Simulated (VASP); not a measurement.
# HfB in VASP: further runs

HfB is run at these levels: PBE; tasks: single point, relaxation of cell and atoms.

Everything below comes from runs of VASP 6.6.1. Logs are shortened: lines on timing, memory, paths and dates and some standing lists are left out, and cuts for length are marked.

## (1) The cell of the first run

Symmetry: Fm-3m, No. 225, cubic system. The conventional cell has a = 4.835 Å, b = 4.835 Å, c = 4.835 Å, α = 90.00°, β = 90.00°, γ = 90.00°. Within 3.2 Å of Hf (site symmetry m-3m) lie 6 B at 2.42 Å. Within 3.2 Å of B (site symmetry m-3m) lie 6 Hf at 2.42 Å.

## (2) Single point, PBE

Contents of INCAR:

```
  ALGO = Normal
  EDIFF = 1E-6
  ENCUT = 520
  GGA = PE
  ISIF = 2
  ISMEAR = 0
  LASPH = T
  LCHARG = F
  LREAL = F
  LWAVE = F
  NBANDS = 14
  NELM = 80
  PREC = Accurate
  SIGMA = 0.1
```

Contents of KPOINTS:

```
k-points
0
Gamma
  6 6 6
```

Contents of POSCAR:

```
HfB
1.0
    0.0000000000      2.4174550554      2.4174550554
    2.4174550554      0.0000000000      2.4174550554
    2.4174550554      2.4174550554      0.0000000000
Hf B
1 1
Direct
    0.5000000000      0.5000000000      0.5000000000
    0.0000000000      0.0000000000      0.0000000000
```

Potentials or basis: VASP PAW PBE potentials, release 64 (Hf_pv, B).

Launch:

```sh
$ cat potpaw_PBE.64/Hf_pv/POTCAR potpaw_PBE.64/B/POTCAR > POTCAR
$ mpirun -np 1 vasp_std > vasp.out
```

OUTCAR:

```text
EDIFF = 1E-6
   ENCUT = 520
   GGA = PE
   ISIF = 2
   ISMEAR = 0
   LASPH = T
   LREAL = F
   NELM = 80
   PREC = Accurate

 ion  position               nearest neighbor table
   1  0.500  0.500  0.500-   2 2.42   2 2.42   2 2.42   2 2.42   2 2.42   2 2.42
   2  0.000  0.000  0.000-   1 2.42   1 2.42   1 2.42   1 2.42   1 2.42   1 2.42

  LATTYP: Found a face centered cubic cell.
 ALAT       =     4.8349101108

  Lattice vectors:

 A1 = (   0.0000000000,   2.4174550554,   2.4174550554)
 A2 = (   2.4174550554,   0.0000000000,   2.4174550554)
 A3 = (   2.4174550554,   2.4174550554,   0.0000000000)

Analysis of symmetry for initial positions (statically):
=====================================================================
 Subroutine PRICEL returns:
 Original cell was already a primitive cell.

 Routine SETGRP: Setting up the symmetry group for a
 face centered cubic supercell.

 Subroutine GETGRP returns: Found 48 space group operations
 (whereof 48 operations were pure point group operations)
 out of a pool of 48 trial point group operations.

The static configuration has the point symmetry O_h .

Analysis of symmetry for dynamics (positions and initial velocities):
=====================================================================
 Subroutine PRICEL returns:
 Original cell was already a primitive cell.

 Routine SETGRP: Setting up the symmetry group for a
 face centered cubic supercell.

 Subroutine GETGRP returns: Found 48 space group operations
 (whereof 48 operations were pure point group operations)
 out of a pool of 48 trial point group operations.

The dynamic configuration has the point symmetry O_h .

 Subroutine INISYM returns: Found 48 space group operations
 (whereof 48 operations are pure point group operations),
 and found     1 'primitive' translations

----------------------------------------------------------------------------------------

                                     Primitive cell

  volume of cell :      28.2556

  direct lattice vectors                    reciprocal lattice vectors
     0.000000000  2.417455055  2.417455055    -0.206829078  0.206829078  0.206829078
     2.417455055  0.000000000  2.417455055     0.206829078 -0.206829078  0.206829078
     2.417455055  2.417455055  0.000000000     0.206829078  0.206829078 -0.206829078

  length of vectors
     3.418797726  3.418797726  3.418797726     0.358238471  0.358238471  0.358238471

  position of ions in fractional coordinates (direct lattice)
     0.500000000  0.500000000  0.500000000
     0.000000000  0.000000000  0.000000000

  ion indices of the primitive-cell ions
   primitive index   ion index
                 1           1
                 2           2

----------------------------------------------------------------------------------------

 KPOINTS: k-points

Automatic generation of k-mesh.
 Grid dimensions read from file:
 generate k-points for:    6    6    6

 Generating k-lattice:

  Cartesian coordinates                     Fractional coordinates (reciprocal lattice)
    -0.034471513  0.034471513  0.034471513     0.166666667  0.000000000  0.000000000
     0.034471513 -0.034471513  0.034471513     0.000000000  0.166666667  0.000000000
     0.034471513  0.034471513 -0.034471513     0.000000000  0.000000000  0.166666667

  Length of vectors
     0.059706412  0.059706412  0.059706412

  Shift w.r.t. Gamma in fractional coordinates (k-lattice)
     0.000000000  0.000000000  0.000000000

 Subroutine IBZKPT returns following result:
 ===========================================

 Found     16 irreducible k-points:

 Following reciprocal coordinates:
            Coordinates               Weight
  0.000000  0.000000  0.000000      1.000000
  0.166667  0.000000  0.000000      8.000000
  0.333333  0.000000  0.000000      8.000000
  0.500000  0.000000  0.000000      4.000000
  0.166667  0.166667  0.000000      6.000000
  0.333333  0.166667  0.000000     24.000000
[... 8 lines left out ...]
 -0.333333  0.333333  0.166667     24.000000
 -0.333333  0.500000  0.166667     12.000000
   k-points           NKPTS =     16   k-points in BZ     NKDIM =     16   number of bands    NBANDS=     14
   number of dos      NEDOS =    301   number of ions     NIONS =      2
   total plane-waves  NPLWV =  21952
   dimension x,y,z NGX =    28 NGY =   28 NGZ =   28
   dimension x,y,z NGXF=    56 NGYF=   56 NGZF=   56
   ions per type =               1   1
   NGX,Y,Z   is equivalent  to a cutoff of  13.62, 13.62, 13.62 a.u.
   NGXF,Y,Z  is equivalent  to a cutoff of  27.23, 27.23, 27.23 a.u.
 SYSTEM =  unknown system
   PREC   = accura    normal or accurate (medium, high low for compatibility)
   ISTART =      0    job   : 0-new  1-cont  2-samecut
   ICHARG =      2    charge: 1-file 2-atom 10-const
   ISPIN  =      1    spin polarized calculation?
   LNONCOLLINEAR =      F non collinear calculations
   LSORBIT =      F    spin-orbit coupling
   LASPH  =      T    aspherical Exc in radial PAW
   ENCUT  =  520.0 eV  38.22 Ry    6.18 a.u.   6.36  6.36  6.36*2*pi/ulx,y,z
   NELM   =     80;   NELMIN=  2; NELMDL= -5     # of ELM steps
   EDIFF  = 0.1E-05   stopping-criterion for ELM
   LREAL  =      F    real-space projection
   EDIFFG = 0.1E-04   stopping-criterion for IOM
   NSW    =      0    number of steps for IOM
   IBRION =     -1    ionic relax: 0-MD 1-quasi-New 2-CG
   NFREE  =      0    steps in history (QN), initial steepest desc. (CG)
   ISIF   =      2    stress and relaxation
   ISYM   =      2    0-nonsym 1-usesym 2-fastsym
   POTIM  = 0.5000    time-step for ionic-motion
   TEBEG  =    0.0;   TEEND  =   0.0 temperature during run
   PSTRESS=    0.0 pullay stress
   NELECT =      13.0000    total number of electrons
   NUPDOWN=      -1.0000    fix difference up-down
   EMIN   =  10.00;   EMAX   =-10.00  energy-range for DOS
   EFERMI =   0.00;   METHOD = LEGACY
   ISMEAR =     0;   SIGMA  =   0.10  broadening in eV -4-tet -1-fermi 0-gaus
   EFERMI_NEDOS =   21; number of points for ismear=-14 and -15
   IALGO  =     38    algorithm
   IMIX   =      4    mixing-type and parameters
     AMIX     =   0.40;   BMIX     =  1.00
     AMIX_MAG =   1.60;   BMIX_MAG =  1.00
  volume/ion in A,a.u.               =      14.13        95.34
  Fermi-wavevector in a.u.,A,eV,Ry     =   1.263827  2.388286 21.732015  1.597258
  Thomas-Fermi vector in A             =   2.397164
   LORBIT       =      0    0 simple, 1 ext, 2 COOP (PROOUT), +10 PAW based schemes
   GGA     = PE    functional components
   LHFCALC =     F    Hartree Fock is set to
   AEXX    =    0.0000 exact exchange contribution
   IVDW    =     0    specifies the selected vdW correction
   LEPSILON=     F    determine dielectric tensor
   LRPA    =     F    only Hartree local field effects (RPA)
 non-spin polarized calculation
 Gauss-broadening in eV      SIGMA  =   0.10
  energy-cutoff  :      520.00
  volume of cell :       28.26
 maximum number of plane-waves:       778
 NGX is ok and might be reduce to    28
   NGX = 13   NGY = 13   NGZ = 13

 number of electron      13.0000001 magnetization

 Free energy of the ion-electron system (eV)
  ---------------------------------------------------
  ext. energy  EPLUGINS =         0.00000000
  ---------------------------------------------------
  free energy    TOTEN  =       -17.48566038 eV

  energy without entropy =      -17.47560001  energy(sigma->0) =      -17.48063020

 E-fermi :   4.0973     XC(G=0): -11.6663

 val. band max:        4.0873112152   @ k =  -0.1667   0.1667   0.0000
 cond. band min:       4.5416602558   @ k =   0.1667   0.0000   0.0000
 fundamental gap:      0.4543490406
 Fermi energy:         4.0973087225

 k-point     1 :       0.0000    0.0000    0.0000
  band No.  band energies     occupation
      1     -24.7455      2.00000
      2     -24.7455      2.00000
      3     -24.7455      2.00000
      4      -4.8356      2.00000
      5       6.3296      0.00000
      6       6.3296      0.00000
      7       6.3296      0.00000
      8       7.8556      0.00000
      9       7.8556      0.00000
     10       7.8556      0.00000
     11       7.9913      0.00000
     12       7.9913      0.00000
     13      15.2810      0.00000
     14      15.4358      0.00000

 k-point     2 :       0.1667    0.0000    0.0000
  band No.  band energies     occupation
      1     -24.8586      2.00000
      2     -24.7579      2.00000
      3     -24.7579      2.00000
      4      -4.1763      2.00000
      5       4.5417      0.00000
      6       5.1966      0.00000
      7       5.1966      0.00000
      8       7.2012      0.00000
      9       7.2012      0.00000
     10       8.5159      0.00000
     11      11.1264      0.00000
     12      11.1264      0.00000
     13      16.0848      0.00000
     14      16.9682      0.00000

 k-point     3 :       0.3333    0.0000    0.0000
  band No.  band energies     occupation
      1     -25.0771      2.00000
      2     -24.7826      2.00000
      3     -24.7826      2.00000
      4      -2.4613      2.00000
      5       2.0706      2.00000
      6       3.6683      2.00000
      7       3.6683      2.00000
      8       8.7408      0.00000
      9       8.7408      0.00000
     10       9.3121      0.00000
     11      14.6079      0.00000
     12      14.6079      0.00000
     13      14.7870      0.00000
     14      18.6047      0.00000
[... 188 lines left out ...]
 k-point    15 :      -0.3333    0.3333    0.1667
  band No.  band energies     occupation
      1     -25.0810      2.00000
      2     -24.9681      2.00000
      3     -24.8608      2.00000
      4      -0.9999      2.00000
      5       1.4895      2.00000
      6       3.0135      2.00000
      7       3.7280      2.00000
      8       8.7739      0.00000
      9       9.1239      0.00000
     10      10.8146      0.00000
     11      12.8260      0.00000
     12      14.0840      0.00000
     13      16.7775      0.00000
     14      18.5398      0.00000

 k-point    16 :      -0.3333    0.5000    0.1667
  band No.  band energies     occupation
      1     -25.0846      2.00000
      2     -24.9639      2.00000
      3     -24.9047      2.00000
      4      -1.4932      2.00000
      5       2.9300      2.00000
      6       3.0652      2.00000
      7       3.7074      2.00000
      8       7.8193      0.00000
      9      10.2785      0.00000
     10      10.8594      0.00000
     11      11.0570      0.00000
     12      13.3779      0.00000
     13      17.2388      0.00000
     14      18.4620      0.00000

------------------------ aborting loop because EDIFF is reached ----------------------------------------

  FORCE on cell =-STRESS in cart. coord.  units (eV):
  Direction    XX          YY          ZZ          XY          YZ          ZX
  --------------------------------------------------------------------------------------
  -------------------------------------------------------------------------------------
  Total        0.0252880      0.0252880      0.0252880     -0.0000000      0.0000000     -0.0000000
  in kB        1.4339034      1.4339034      1.4339034     -0.0000000      0.0000000     -0.0000000
  external PRESSURE =       1.4339034 kB  Pullay stress =       0.0000000 kB

 VOLUME and BASIS-vectors are now :
 -----------------------------------------------------------------------------
  energy-cutoff  :      520.00
  volume of cell :       28.26
      direct lattice vectors                 reciprocal lattice vectors
     0.000000000  2.417455055  2.417455055    -0.206829078  0.206829078  0.206829078
     2.417455055  0.000000000  2.417455055     0.206829078 -0.206829078  0.206829078
     2.417455055  2.417455055  0.000000000     0.206829078  0.206829078 -0.206829078

 POSITION                                       TOTAL-FORCE (eV/Angst)
 -----------------------------------------------------------------------------------
      2.41746      2.41746      2.41746        -0.000000      0.000000     -0.000000
      0.00000      0.00000      0.00000         0.000000     -0.000000      0.000000
 -----------------------------------------------------------------------------------
    total drift:                                0.000000      0.000000      0.000000

  FREE ENERGIE OF THE ION-ELECTRON SYSTEM (eV)
  ---------------------------------------------------
  free  energy   TOTEN  =       -17.4856603829 eV

  energy  without entropy=      -17.4756000086  energy(sigma->0) =      -17.48063020
```

Run time: 8.7 s. Hardware: 1 thread of Intel Xeon 8259CL, shared host; peak memory 0.15 GiB.

Results:

* Free energy: -17.4857 eV
* Pressure: 0.1 GPa
* Band gap on the k mesh: zero (an odd number of electrons rules out a gap without spin polarisation)

Caveat: the k points lie up to 0.38 Å⁻¹ apart, too coarse for converged energies and pressures of a metal; spin-orbit coupling is left out, which moves the levels of the heavy elements.

(Part 1 of 3 ends here.)
